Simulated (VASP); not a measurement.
# MgO (Fm-3m) in VASP: notebook

MgO is run at these levels: LDA, PBEsol, r2SCAN, PBE; tasks: electric field gradients.

Everything below comes from runs of VASP 6.6.1. Logs are shortened: lines on timing, memory, paths and dates and some standing lists are left out, and cuts for length are marked.

## (1) The cell of the first run

The structure is cubic, space group Fm-3m (No. 225). The conventional cell has a = 4.270 Å, b = 4.270 Å, c = 4.270 Å, α = 90.00°, β = 90.00°, γ = 90.00°. Within 2.8 Å of Mg (site symmetry m-3m) lie 6 O at 2.14 Å. O (site symmetry m-3m) has 6 Mg at 2.14 Å within 2.8 Å.

## (2) Electric field gradients, LDA

Input file INCAR:

```
PREC = Accurate ; ENCUT = 520
EDIFF = 1E-8 ; ISMEAR = -1
SIGMA = 0.01 ; LREAL = False
LASPH = True ; NELM = 60
ALGO = Normal ; ISIF = 2
LWAVE = False ; LCHARG = False
LEFG = True ; NBANDS = 11
```

Input file KPOINTS:

```
regular mesh
0
Gamma
  11 11 11
```

Input file POSCAR:

```
MgO
1.0
    0.0000000000      2.1351500000      2.1351500000
    2.1351500000      0.0000000000      2.1351500000
    2.1351500000      2.1351500000      0.0000000000
Mg O
1 1
Direct
    0.0000000000      0.0000000000      0.0000000000
    0.5000000000      0.5000000000      0.5000000000
```

Potentials or basis: VASP PAW LDA potentials, release 64 (Mg, O).

Command:

```
$ cat potpaw_LDA.64/Mg/POTCAR potpaw_LDA.64/O/POTCAR > POTCAR
$ mpirun -np 1 vasp_std > vasp.out
```

OUTCAR:

```text
PREC = Accurate
   ENCUT = 520
   EDIFF = 1E-8
   ISMEAR = -1
   LREAL = False
   LASPH = True
   NELM = 60
   ISIF = 2

 ion  position               nearest neighbor table
   1  0.000  0.000  0.000-   2 2.14   2 2.14   2 2.14   2 2.14   2 2.14   2 2.14
   2  0.500  0.500  0.500-   1 2.14   1 2.14   1 2.14   1 2.14   1 2.14   1 2.14

  LATTYP: Found a face centered cubic cell.
 ALAT       =     4.2703000000

  Lattice vectors:

 A1 = (   0.0000000000,   2.1351500000,   2.1351500000)
 A2 = (   2.1351500000,   0.0000000000,   2.1351500000)
 A3 = (   2.1351500000,   2.1351500000,   0.0000000000)

Analysis of symmetry for initial positions (statically):
=====================================================================
 Subroutine PRICEL returns:
 Original cell was already a primitive cell.

 Routine SETGRP: Setting up the symmetry group for a
 face centered cubic supercell.

 Subroutine GETGRP returns: Found 48 space group operations
 (whereof 48 operations were pure point group operations)
 out of a pool of 48 trial point group operations.

The static configuration has the point symmetry O_h .

Analysis of symmetry for dynamics (positions and initial velocities):
=====================================================================
 Subroutine PRICEL returns:
 Original cell was already a primitive cell.

 Routine SETGRP: Setting up the symmetry group for a
 face centered cubic supercell.

 Subroutine GETGRP returns: Found 48 space group operations
 (whereof 48 operations were pure point group operations)
 out of a pool of 48 trial point group operations.

The dynamic configuration has the point symmetry O_h .

 Subroutine INISYM returns: Found 48 space group operations
 (whereof 48 operations are pure point group operations),
 and found     1 'primitive' translations

----------------------------------------------------------------------------------------

                                     Primitive cell

  volume of cell :      19.4677

  direct lattice vectors                    reciprocal lattice vectors
     0.000000000  2.135150000  2.135150000    -0.234175585  0.234175585  0.234175585
     2.135150000  0.000000000  2.135150000     0.234175585 -0.234175585  0.234175585
     2.135150000  2.135150000  0.000000000     0.234175585  0.234175585 -0.234175585

  length of vectors
     3.019558088  3.019558088  3.019558088     0.405604011  0.405604011  0.405604011

  position of ions in fractional coordinates (direct lattice)
     0.000000000  0.000000000  0.000000000
     0.500000000  0.500000000  0.500000000

  ion indices of the primitive-cell ions
   primitive index   ion index
                 1           1
                 2           2

----------------------------------------------------------------------------------------

 KPOINTS: regular mesh

Automatic generation of k-mesh.
 Grid dimensions read from file:
 generate k-points for:   11   11   11

 Generating k-lattice:

  Cartesian coordinates                     Fractional coordinates (reciprocal lattice)
    -0.021288690  0.021288690  0.021288690     0.090909091  0.000000000  0.000000000
     0.021288690 -0.021288690  0.021288690     0.000000000  0.090909091  0.000000000
     0.021288690  0.021288690 -0.021288690     0.000000000  0.000000000  0.090909091

  Length of vectors
     0.036873092  0.036873092  0.036873092

  Shift w.r.t. Gamma in fractional coordinates (k-lattice)
     0.000000000  0.000000000  0.000000000

 Subroutine IBZKPT returns following result:
 ===========================================

 Found     56 irreducible k-points:

 Following reciprocal coordinates:
            Coordinates               Weight
  0.000000  0.000000  0.000000      1.000000
  0.090909  0.000000  0.000000      8.000000
  0.181818  0.000000  0.000000      8.000000
  0.272727  0.000000  0.000000      8.000000
  0.363636  0.000000  0.000000      8.000000
  0.454545  0.000000  0.000000      8.000000
[... 16 lines left out ...]
 -0.272727  0.181818  0.000000     24.000000
 -0.181818  0.181818  0.000000     12.000000
 [... further k-points ...]
   k-points           NKPTS =     56   k-points in BZ     NKDIM =     56   number of bands    NBANDS=     11
   number of dos      NEDOS =    301   number of ions     NIONS =      2
   total plane-waves  NPLWV =  13824
   dimension x,y,z NGX =    24 NGY =   24 NGZ =   24
   dimension x,y,z NGXF=    48 NGYF=   48 NGZF=   48
   ions per type =               1   1
   NGX,Y,Z   is equivalent  to a cutoff of  13.21, 13.21, 13.21 a.u.
   NGXF,Y,Z  is equivalent  to a cutoff of  26.43, 26.43, 26.43 a.u.
 SYSTEM =  unknown system
   PREC   = accura    normal or accurate (medium, high low for compatibility)
   ISTART =      0    job   : 0-new  1-cont  2-samecut
   ICHARG =      2    charge: 1-file 2-atom 10-const
   ISPIN  =      1    spin polarized calculation?
   LNONCOLLINEAR =      F non collinear calculations
   LSORBIT =      F    spin-orbit coupling
   LASPH  =      T    aspherical Exc in radial PAW
   ENCUT  =  520.0 eV  38.22 Ry    6.18 a.u.   5.61  5.61  5.61*2*pi/ulx,y,z
   NELM   =     60;   NELMIN=  2; NELMDL= -5     # of ELM steps
   EDIFF  = 0.1E-07   stopping-criterion for ELM
   LREAL  =      F    real-space projection
   EDIFFG = 0.1E-06   stopping-criterion for IOM
   NSW    =      0    number of steps for IOM
   IBRION =     -1    ionic relax: 0-MD 1-quasi-New 2-CG
   NFREE  =      0    steps in history (QN), initial steepest desc. (CG)
   ISIF   =      2    stress and relaxation
   ISYM   =      2    0-nonsym 1-usesym 2-fastsym
   POTIM  = 0.5000    time-step for ionic-motion
   TEBEG  =    0.0;   TEEND  =   0.0 temperature during run
   PSTRESS=    0.0 pullay stress
   NELECT =       8.0000    total number of electrons
   NUPDOWN=      -1.0000    fix difference up-down
   EMIN   =  10.00;   EMAX   =-10.00  energy-range for DOS
   EFERMI =   0.00;   METHOD = LEGACY
   ISMEAR =    -1;   SIGMA  =   0.01  broadening in eV -4-tet -1-fermi 0-gaus
   EFERMI_NEDOS =   21; number of points for ismear=-14 and -15
   IALGO  =     38    algorithm
   IMIX   =      4    mixing-type and parameters
     AMIX     =   0.40;   BMIX     =  1.00
     AMIX_MAG =   1.60;   BMIX_MAG =  1.00
  volume/ion in A,a.u.               =       9.73        65.69
  Fermi-wavevector in a.u.,A,eV,Ry     =   1.217119  2.300022 20.155386  1.481379
  Thomas-Fermi vector in A             =   2.352450
   LORBIT       =      0    0 simple, 1 ext, 2 COOP (PROOUT), +10 PAW based schemes
   GGA     = CA    functional components
   LHFCALC =     F    Hartree Fock is set to
   AEXX    =    0.0000 exact exchange contribution
   IVDW    =     0    specifies the selected vdW correction
   LEPSILON=     F    determine dielectric tensor
   LRPA    =     F    only Hartree local field effects (RPA)
 non-spin polarized calculation
  energy-cutoff  :      520.00
  volume of cell :       19.47
 maximum number of plane-waves:       534
   NGX = 11   NGY = 11   NGZ = 11

 number of electron       8.0000002 magnetization

 Free energy of the ion-electron system (eV)
  ---------------------------------------------------
  ext. energy  EPLUGINS =         0.00000000
  ---------------------------------------------------
  free energy    TOTEN  =       -13.37385365 eV

  energy without entropy =      -13.37385365  energy(sigma->0) =      -13.37385365

 E-fermi :   2.8607     XC(G=0): -11.3945

 val. band max:        2.5749242448   @ k =   0.0000   0.0000   0.0000
 cond. band min:       6.8404488036   @ k =   0.0000   0.0000   0.0000
 fundamental gap:      4.2655245587
 Fermi energy:         2.8607038111

 k-point     1 :       0.0000    0.0000    0.0000
  band No.  band energies     occupation
      1     -14.2167      2.00000
      2       2.5749      2.00000
      3       2.5749      2.00000
      4       2.5749      2.00000
      5       6.8404      0.00000
      6      17.8757      0.00000
      7      17.8757      0.00000
      8      17.8757      0.00000
      9      21.7944      0.00000
     10      23.3871      0.00000
     11      23.3871      0.00000

 k-point     2 :       0.0909    0.0000    0.0000
  band No.  band energies     occupation
      1     -14.1316      2.00000
      2       2.0222      2.00000
      3       2.5215      2.00000
      4       2.5215      2.00000
      5       7.3747      0.00000
      6      16.8164      0.00000
      7      18.0629      0.00000
      8      18.0629      0.00000
      9      22.6655      0.00000
     10      22.6655      0.00000
     11      23.1459      0.00000
[... 295 lines left out ...]
 k-point    24 :      -0.1818    0.1818    0.0000
  band No.  band energies     occupation
      1     -13.4561      2.00000
      2      -0.2362      2.00000
      3       1.4927      2.00000
      4       2.2250      2.00000
      5      10.1026      0.00000
      6      14.1955      0.00000
      7      17.3049      0.00000
      8      19.7328      0.00000
      9      20.0259      0.00000
     10      23.0569      0.00000
     11      26.0246      0.00000

 [... further k-points ...]
[... 5 lines left out ...]
  --------------------------------------------------------------------------------------
  -------------------------------------------------------------------------------------
  Total       -1.6097150     -1.6097150     -1.6097150     -0.0000000     -0.0000000      0.0000000
  in kB     -132.4781979   -132.4781979   -132.4781979     -0.0000000     -0.0000000      0.0000000
  external PRESSURE =    -132.4781979 kB  Pullay stress =       0.0000000 kB

 VOLUME and BASIS-vectors are now :
 -----------------------------------------------------------------------------
  energy-cutoff  :      520.00
  volume of cell :       19.47
      direct lattice vectors                 reciprocal lattice vectors
     0.000000000  2.135150000  2.135150000    -0.234175585  0.234175585  0.234175585
     2.135150000  0.000000000  2.135150000     0.234175585 -0.234175585  0.234175585
     2.135150000  2.135150000  0.000000000     0.234175585  0.234175585 -0.234175585

 POSITION                                       TOTAL-FORCE (eV/Angst)
 -----------------------------------------------------------------------------------
      0.00000      0.00000      0.00000        -0.000000     -0.000000     -0.000000
      2.13515      2.13515      2.13515         0.000000      0.000000      0.000000
 -----------------------------------------------------------------------------------
    total drift:                               -0.000000     -0.000000      0.000000

  FREE ENERGIE OF THE ION-ELECTRON SYSTEM (eV)
  ---------------------------------------------------
  free  energy   TOTEN  =       -13.3738536457 eV

  energy  without entropy=      -13.3738536457  energy(sigma->0) =      -13.37385365

 Electric field gradients (V/A^2)
---------------------------------------------------------------------
 ion       V_xx      V_yy      V_zz      V_xy      V_xz      V_yz
---------------------------------------------------------------------
   1       0.000     0.000     0.000     0.000     0.000     0.000
   2       0.000     0.000    -0.000    -0.002    -0.002    -0.002
---------------------------------------------------------------------

 Electric field gradients after diagonalization (V/A^2)
 (convention: |V_zz| > |V_xx| > |V_yy|)
----------------------------------------------------------------------
 ion       V_xx      V_yy      V_zz     asymmetry (V_yy - V_xx)/ V_zz
----------------------------------------------------------------------
   1      -0.000    -0.000     0.000       0.000
   2       0.002     0.002    -0.005       0.000
----------------------------------------------------------------------

           NMR quadrupolar parameters

 Cq : quadrupolar parameter    Cq=e*Q*V_zz/h
 eta: asymmetry parameters     (V_yy - V_xx)/ V_zz
 Q  : nuclear electric quadrupole moment in mb (millibarn)
----------------------------------------------------------------------
 ion       Cq(MHz)       eta       Q (mb)
----------------------------------------------------------------------
   1       0.000       0.000       1.000
   2      -0.000       0.000       1.000
----------------------------------------------------------------------
```

It took 12 s on 1 thread of AMD EPYC 7R43 (Zen 3), shared host; peak memory 0.1 GiB.

Results:

| Item | Value |
| --- | --- |
| Free energy | -13.3739 eV |
| Pressure | -13.2 GPa |
| Band gap on the k mesh | 4.27 eV, direct |

Caveat: without QUAD_EFG the Cq values of the log hold for a quadrupole moment of 1 mb, not for the nuclei.

## (3) Electric field gradients, PBEsol

Input file INCAR:

```
PREC = Accurate
ENCUT = 520
EDIFF = 1E-8
ISMEAR = -1
SIGMA = 0.01
LREAL = False
LASPH = True
NELM = 100
ALGO = Normal
ISIF = 2
LWAVE = False
LCHARG = False
GGA = PS
LEFG = True
NBANDS = 11
```

KPOINTS is that of step 2.

POSCAR is that of step 2.

Potentials or basis: VASP PAW PBE potentials, release 64 (Mg, O).

Command:

```
$ cat potpaw_PBE.64/Mg/POTCAR potpaw_PBE.64/O/POTCAR > POTCAR
$ mpirun -np 1 vasp_std > vasp.out
```

OUTCAR:

```text
PREC = Accurate
   ENCUT = 520
   EDIFF = 1E-8
   ISMEAR = -1
   LREAL = False
   LASPH = True
   NELM = 100
   ISIF = 2
   GGA = PS

 ion  position               nearest neighbor table
   1  0.000  0.000  0.000-   2 2.14   2 2.14   2 2.14   2 2.14   2 2.14   2 2.14
   2  0.500  0.500  0.500-   1 2.14   1 2.14   1 2.14   1 2.14   1 2.14   1 2.14

  LATTYP: Found a face centered cubic cell.
 ALAT       =     4.2703000000

  Lattice vectors:

 A1 = (   0.0000000000,   2.1351500000,   2.1351500000)
 A2 = (   2.1351500000,   0.0000000000,   2.1351500000)
 A3 = (   2.1351500000,   2.1351500000,   0.0000000000)

Analysis of symmetry for initial positions (statically):
=====================================================================
 Subroutine PRICEL returns:
 Original cell was already a primitive cell.

 Routine SETGRP: Setting up the symmetry group for a
 face centered cubic supercell.

[... 523 lines left out ...]
  volume of cell :       19.47
      direct lattice vectors                 reciprocal lattice vectors
     0.000000000  2.135150000  2.135150000    -0.234175585  0.234175585  0.234175585
     2.135150000  0.000000000  2.135150000     0.234175585 -0.234175585  0.234175585
     2.135150000  2.135150000  0.000000000     0.234175585  0.234175585 -0.234175585

 POSITION                                       TOTAL-FORCE (eV/Angst)
 -----------------------------------------------------------------------------------
      0.00000      0.00000      0.00000         0.000000      0.000000      0.000000
      2.13515      2.13515      2.13515        -0.000000     -0.000000      0.000000
 -----------------------------------------------------------------------------------
    total drift:                               -0.000000     -0.000000      0.000000

  FREE ENERGIE OF THE ION-ELECTRON SYSTEM (eV)
  ---------------------------------------------------
  free  energy   TOTEN  =       -12.4968271340 eV

  energy  without entropy=      -12.4968271340  energy(sigma->0) =      -12.49682713

 Electric field gradients (V/A^2)
---------------------------------------------------------------------
 ion       V_xx      V_yy      V_zz      V_xy      V_xz      V_yz
---------------------------------------------------------------------
   1      -0.000    -0.000    -0.000     0.000     0.000     0.000
   2      -0.000    -0.000    -0.000    -0.002    -0.002    -0.002
---------------------------------------------------------------------

 Electric field gradients after diagonalization (V/A^2)
 (convention: |V_zz| > |V_xx| > |V_yy|)
----------------------------------------------------------------------
 ion       V_xx      V_yy      V_zz     asymmetry (V_yy - V_xx)/ V_zz
----------------------------------------------------------------------
   1      -0.000    -0.000     0.000       0.000
   2       0.002     0.002    -0.005       0.000
----------------------------------------------------------------------

           NMR quadrupolar parameters

 Cq : quadrupolar parameter    Cq=e*Q*V_zz/h
 eta: asymmetry parameters     (V_yy - V_xx)/ V_zz
 Q  : nuclear electric quadrupole moment in mb (millibarn)
----------------------------------------------------------------------
 ion       Cq(MHz)       eta       Q (mb)
----------------------------------------------------------------------
   1       0.000       0.000       1.000
   2      -0.000       0.000       1.000
----------------------------------------------------------------------
```

OSZICAR:

```text
N       E                     dE             d eps       ncg     rms          rms(c)
DAV:   1     0.128125136736E+02    0.12813E+02   -0.46027E+03  1408   0.648E+02
DAV:   2    -0.132704893059E+02   -0.26083E+02   -0.25563E+02  1410   0.133E+02
DAV:   3    -0.138748233967E+02   -0.60433E+00   -0.60382E+00  1492   0.173E+01
DAV:   4    -0.138763174437E+02   -0.14940E-02   -0.14940E-02  1346   0.979E-01
DAV:   5    -0.138763221218E+02   -0.46781E-05   -0.46780E-05  1430   0.543E-02    0.663E+00
DAV:   6    -0.125363967790E+02    0.13399E+01   -0.79230E+00  1283   0.150E+01    0.226E+00
DAV:   7    -0.125111458186E+02    0.25251E-01   -0.58062E-02  1358   0.214E+00    0.131E+00
DAV:   8    -0.124972354533E+02    0.13910E-01   -0.26537E-02  1277   0.182E+00    0.233E-01
DAV:   9    -0.124969237363E+02    0.31172E-03   -0.36871E-04  1424   0.136E-01    0.147E-01
DAV:  10    -0.124968253708E+02    0.98365E-04   -0.45720E-04  1379   0.162E-01    0.560E-03
DAV:  11    -0.124968266467E+02   -0.12759E-05   -0.53521E-06  1358   0.154E-02    0.344E-03
DAV:  12    -0.124968271134E+02   -0.46675E-06   -0.10231E-07  1418   0.329E-03    0.791E-04
DAV:  13    -0.124968271434E+02   -0.29987E-07   -0.36154E-08  1271   0.133E-03    0.582E-05
DAV:  14    -0.124968271340E+02    0.93996E-08   -0.50501E-10   697   0.180E-04
   1 F= -.12496827E+02 E0= -.12496827E+02  d E =-.131952E-13
```

stdout:

```text
POSCAR found type information on POSCAR MgO
 POSCAR found :  2 types and       2 ions
 scaLAPACK will be used
 -----------------------------------------------------------------------------
|                                                                             |
|                                                                             |
|     You enforced a specific xc type in the INCAR file but a different       |
|     I HOPE YOU KNOW WHAT YOU ARE DOING!                                     |
|                                                                             |
 -----------------------------------------------------------------------------

 LDA part: xc-table for (Slater+PW92), standard interpolation
 POSCAR, INCAR and KPOINTS ok, starting setup
 FFT: planning ... GRIDC
 FFT: planning ... GRID_SOFT
 FFT: planning ... GRID
 WAVECAR not read
 entering main loop
ion   1

ion   2
```

Wall time 17 s (1 thread of AMD EPYC 7R43 (Zen 3), shared host); peak memory 0.1 GiB.

Results:

```yaml
Free_energy: -12.4968 eV
Pressure: -6.3 GPa
Band_gap_on_the_k_mesh: 4.25 eV, direct
```

Caveat: without QUAD_EFG the Cq values of the log hold for a quadrupole moment of 1 mb, not for the nuclei; the PAW data sets were made with another functional, which shifts forces and pressure a little. PBEsol gaps usually lie below the measured ones, often by a third to a half.

(Continued in part 2 of 2.)
